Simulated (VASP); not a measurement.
Write the native input for VASP 6.6.1 that does the following.

* Task: single point
* Functional: LDA
* Potentials or basis: VASP PAW LDA potentials, release 64 (La, O)
* Cutoff: 520 eV
* k mesh: 6 × 6 × 8
* Occupations: gaussian, width 0.01 eV
* Spin: no spin polarisation
* Dipole correction: no
* Further INCAR settings: ALGO = Normal; EDIFF = 1e-06; NBANDS = 28

The structure of La2O3 lies in POSCAR:

```
La2O3
1.0
    6.2667802772      0.0000000000      0.0000000000
   -3.1333901386      5.4271909200      0.0000000000
    0.0000000000      0.0000000000      3.2997660000
La O
2 3
Direct
    0.6666666667      0.3333333333      0.5000000000
    0.3333333333      0.6666666667      0.5000000000
    0.5080139900      0.0000000000      0.0000000000
    0.0000000000      0.5080139900      0.0000000000
    0.4919860100      0.4919860100      0.0000000000
```

The input as run:

INCAR

```
SYSTEM = La2O3
PREC     = Accurate       ! precision mode
ENCUT    = 520            ! plane-wave cutoff, eV
EDIFF    = 1E-6           ! SCF threshold, eV
ISMEAR   = 0              ! smearing method
SIGMA    = 0.01           ! smearing width, eV
LREAL    = .FALSE.        ! projectors in reciprocal space
LASPH    = .TRUE.         ! aspherical terms in the spheres
NELM     = 100            ! most SCF steps
ALGO     = Normal         ! electronic algorithm
ISIF     = 2              ! what is computed and relaxed
LWAVE    = .FALSE.        ! write WAVECAR
LCHARG   = .FALSE.        ! write CHGCAR
GGA      = CA             ! functional
NBANDS   = 28             ! bands
```

KPOINTS

```
regular mesh
0
G
  6 6 8
  0 0 0
```

Potentials or basis: VASP PAW LDA potentials, release 64 (La, O).

Run with:

```console
$ cat potpaw_LDA.64/La/POTCAR potpaw_LDA.64/O/POTCAR > POTCAR
$ mpirun -np 1 vasp_std > vasp.out
```

It gave:

```yaml
Pressure: -3.3 GPa
Largest_force: 0.073 eV/Å
Band_gap_on_the_k_mesh: 1.38 eV (least direct gap 1.90 eV)
```

Caveat: the cell stands under tension; spin-orbit coupling is left out, which moves the levels of the heavy elements.

It took 2 min on 1 thread of Intel(R) Xeon(R) Platinum 8259CL CPU @ 2.50GHz (Skylake/Cascade Lake) (shared host), peak memory 0.26 GiB.
